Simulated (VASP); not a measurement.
# Re in VASP: a series of runs, part 2 of 2

VASP 6.6.1. Earlier steps stand in the parts before.

### 4 Single point, PBE, collinear spin

This run uses another cell than the first one.

INCAR reads:

```
PREC = Accurate
ENCUT = 520
EDIFF = 1E-6
ISMEAR = 0
SIGMA = 0.05
LREAL = False
LASPH = True
NELM = 150
ALGO = Normal
ISIF = 2
LWAVE = False
LCHARG = True
ISPIN = 2
MAGMOM = 1.5 1.5 1.5 1.5
LORBIT = 11
LMAXMIX = 4
GGA = PE
LELF = True
LVHAR = True
NBANDS = 26
```

KPOINTS reads:

```
Automatic mesh
0
Gamma
  1 1 13
```

POSCAR reads:

```
Re
1.0
   11.6000000000      0.0000000000      0.0000000000
    0.0000000000      9.3000000000      0.0000000000
    0.0000000000      0.0000000000      4.9601406266
Re
4
Direct
    0.3877554384      0.5000000000      0.0000000000
    0.3877554384      0.5000000000      0.5000000000
    0.6122445616      0.5000000000      0.0000000000
    0.6122445616      0.5000000000      0.5000000000
```

Potentials or basis: VASP PAW PBE potentials, release 64 (Re).

Started as:

```bash
> cat potpaw_PBE.64/Re/POTCAR > POTCAR
> mpirun -np 1 vasp_std > vasp.out
```

OUTCAR:

```text
PREC = Accurate
   ENCUT = 520
   EDIFF = 1E-6
   ISMEAR = 0
   LREAL = False
   LASPH = True
   NELM = 150
   ISIF = 2
   ISPIN = 2
   LORBIT = 11
   GGA = PE

 ion  position               nearest neighbor table
   1  0.388  0.500  0.000-   2 2.48   2 2.48   3 2.60
   2  0.388  0.500  0.500-   1 2.48   1 2.48   4 2.60
   3  0.612  0.500  0.000-   4 2.48   4 2.48   1 2.60
   4  0.612  0.500  0.500-   3 2.48   3 2.48   2 2.60

  LATTYP: Found a simple orthorhombic cell.
 ALAT       =     4.9601406266
 B/A-ratio  =     1.8749468413
 C/A-ratio  =     2.3386433719

  Lattice vectors:

 A1 = (   0.0000000000,   0.0000000000,  -4.9601406266)
 A2 = (   0.0000000000,   9.3000000000,   0.0000000000)
 A3 = (  11.6000000000,   0.0000000000,   0.0000000000)

[... 428 lines left out ...]
      5      -6.4313      1.00000
      6      -5.8282      1.00000
[... 192 lines left out ...]
     25       1.0037      0.00000
     26       1.0681      0.00000

------------------------ aborting loop because EDIFF is reached ----------------------------------------

  FORCE on cell =-STRESS in cart. coord.  units (eV):
  Direction    XX          YY          ZZ          XY          YZ          ZX
  --------------------------------------------------------------------------------------
  -------------------------------------------------------------------------------------
  Total      -19.8313007     -0.1005364    -16.3047329      0.0000000      0.0000000      0.0000000
  in kB      -59.3781763     -0.3010226    -48.8190521      0.0000000      0.0000000      0.0000000
  external PRESSURE =     -36.1660836 kB  Pullay stress =       0.0000000 kB

 VOLUME and BASIS-vectors are now :
 -----------------------------------------------------------------------------
  energy-cutoff  :      520.00
  volume of cell :      535.10
      direct lattice vectors                 reciprocal lattice vectors
    11.600000000  0.000000000  0.000000000     0.086206897  0.000000000  0.000000000
     0.000000000  9.300000000  0.000000000     0.000000000  0.107526882  0.000000000
     0.000000000  0.000000000  4.960140627     0.000000000  0.000000000  0.201607187

 POSITION                                       TOTAL-FORCE (eV/Angst)
 -----------------------------------------------------------------------------------
      4.49796      4.65000      0.00000         3.806819      0.000000      0.000000
      4.49796      4.65000      2.48007         3.806819      0.000000     -0.000000
      7.10204      4.65000      0.00000        -3.806819     -0.000000      0.000000
      7.10204      4.65000      2.48007        -3.806819     -0.000000     -0.000000
 -----------------------------------------------------------------------------------
    total drift:                                0.000000      0.000000     -0.000000

  FREE ENERGIE OF THE ION-ELECTRON SYSTEM (eV)
  ---------------------------------------------------
  free  energy   TOTEN  =       -33.7442183679 eV

  energy  without entropy=      -33.7387766569  energy(sigma->0) =      -33.74149751

 total charge

# of ion       s       p       d       tot
------------------------------------------
    1        0.652   0.244   4.755   5.652
    2        0.652   0.244   4.755   5.652
    3        0.652   0.244   4.755   5.652
    4        0.652   0.244   4.755   5.652
--------------------------------------------------
tot          2.609   0.977  19.021  22.608

 magnetization (x)

# of ion       s       p       d       tot
------------------------------------------
    1        0.004   0.006   0.150   0.159
    2        0.004   0.006   0.150   0.159
    3        0.004   0.006   0.150   0.159
    4        0.004   0.006   0.150   0.159
--------------------------------------------------
tot          0.015   0.024   0.599   0.637
```

OSZICAR:

```text
N       E                     dE             d eps       ncg     rms          rms(c)
DAV:   1     0.165831183850E+03    0.16583E+03   -0.73932E+03  1080   0.790E+02
DAV:   2     0.227666287959E+02   -0.14306E+03   -0.12256E+03  1308   0.601E+02
[... 17 lines left out ...]
DAV:  20    -0.337441346861E+02   -0.77512E-03   -0.34727E-04  1240   0.566E-02    0.929E-03
DAV:  21    -0.337442073378E+02   -0.72652E-04   -0.36878E-05  1176   0.262E-02    0.544E-03
DAV:  22    -0.337442105067E+02   -0.31689E-05   -0.22449E-06   964   0.134E-02    0.248E-03
DAV:  23    -0.337442158964E+02   -0.53897E-05   -0.92796E-07   772   0.138E-02    0.314E-03
DAV:  24    -0.337442175416E+02   -0.16452E-05   -0.47872E-07   648   0.134E-02    0.166E-03
DAV:  25    -0.337442183679E+02   -0.82626E-06   -0.38022E-07   600   0.133E-02
   1 F= -.33744218E+02 E0= -.33741498E+02  d E =-.544171E-02  mag=     0.8392
```

Run time: 13 min. Hardware: 1 thread of Intel Xeon 8259CL, shared host; peak memory 0.78 GiB.

What came out:

```
Free energy                                           : -33.7442 eV
Largest force                                         : 3.807 eV/Å
Net moment                                            : 0.84 μB per cell
Site moments                                          : Re +0.16 μB
Valence electrons inside the program's atomic spheres : Re 5.65
```

Forces in eV/Å, atoms in the order of the input:
```
Re   3.807  0.000  0.000
Re   3.807  0.000  0.000
Re  -3.807  0.000  0.000
Re  -3.807  0.000  0.000
```

Caveat: a moment this small can come from the mesh or the smearing; spin-orbit coupling is left out, which moves the levels of the heavy elements.

### 5 Overview

| level | cell | gap on the mesh (eV) | moment (μB) | largest force (eV/Å) |
| --- | --- | --- | --- | --- |
| PBE | a = 11.600, b = 9.300, c = 4.839 Å, 4 atoms, atomic positions A | none | 0.00 | 0.41 |
| revPBE | a = 11.600, b = 9.300, c = 4.839 Å, 4 atoms, atomic positions A | none | 0.00 | 0.26 |
| PBE | a = 11.600, b = 9.300, c = 4.960 Å, 4 atoms, atomic positions B | none | 0.84 | 3.81 |

Alike in all rows: task single point; potentials or basis VASP PAW PBE potentials, release 64 (Re); spin collinear; k mesh 1 × 1 × 13; cutoff (eV) 520; smearing gaussian 0.05 eV.

Caveats: spin-orbit coupling is left out, which moves the levels of the heavy elements; the PAW data sets were made with another functional, which shifts forces and pressure a little (at least some runs); a moment this small can come from the mesh or the smearing (at least some runs).

Total energies depend on the potentials used, so only differences within one code and one set of settings carry meaning.
